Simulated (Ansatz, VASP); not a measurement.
Pb in VASP and in Ansatz

INCAR

```
ALGO = Normal
EDIFF = 1E-7
ENCUT = 520
GGA = PS
ISIF = 2
ISMEAR = 0
LASPH = True
LCHARG = False
LREAL = False
LWAVE = False
NBANDS = 21
NELM = 60
PREC = Accurate
SIGMA = 0.1
```

Contents of KPOINTS:

```
k-points
0
Gamma
  10 10 10
```

File POSCAR:

```
Pb
1.0
    0.0000000000      3.3542630941      3.3542630941
    3.3542630941      0.0000000000      3.3542630941
    3.3542630941      3.3542630941      0.0000000000
Pb
2
Direct
    0.5000000000      0.5000000000      0.5000000000
    0.7500000000      0.7500000000      0.7500000000
```

Input for Ansatz:

```yaml
crystal:
  lattice:
    - [0.0, 3.3542630941, 3.3542630941]
    - [3.3542630941, 0.0, 3.3542630941]
    - [3.3542630941, 3.3542630941, 0.0]
  atoms:
    - { symbol: Pb, position: [0.5, 0.5, 0.5] }
    - { symbol: Pb, position: [0.75, 0.75, 0.75] }
basis:
  ecutwfc: 420
kpoints:
  mp_grid: { grid: [10, 10, 10] }
hamiltonian:
  xc: pbesol
scf:
  occupations: { method: gaussian, width: 0.1 }
output:
  forces: true
  stress: true
  eigenvalues: true
```

Alike in both runs: task single point; functional PBEsol; k mesh 10 × 10 × 10; occupations gaussian, width 0.1 eV; no spin polarisation.

```csv
,VASP,Ansatz
version,VASP 6.6.1,Ansatz 0.2.0
potentials or method,"VASP PAW PBE potentials, release 64 (Pb_d), cutoff 520 eV","scalar-relativistic, plane waves, PAW"
valence electrons in the cell,28,28
```

Ansatz gave:

* gap on the k mesh at the Fermi level (eV): none
* pressure (GPa): 3.3

Task: Estimate VASP's values.

Result: gap on the k mesh at the Fermi level (eV): none; pressure (GPa): 3.2.

VASP's potentials were made for PBE, not for PBEsol. A gap of «none» marks a metal or a gap that the smearing closes.

Neither program's run includes spin-orbit coupling.
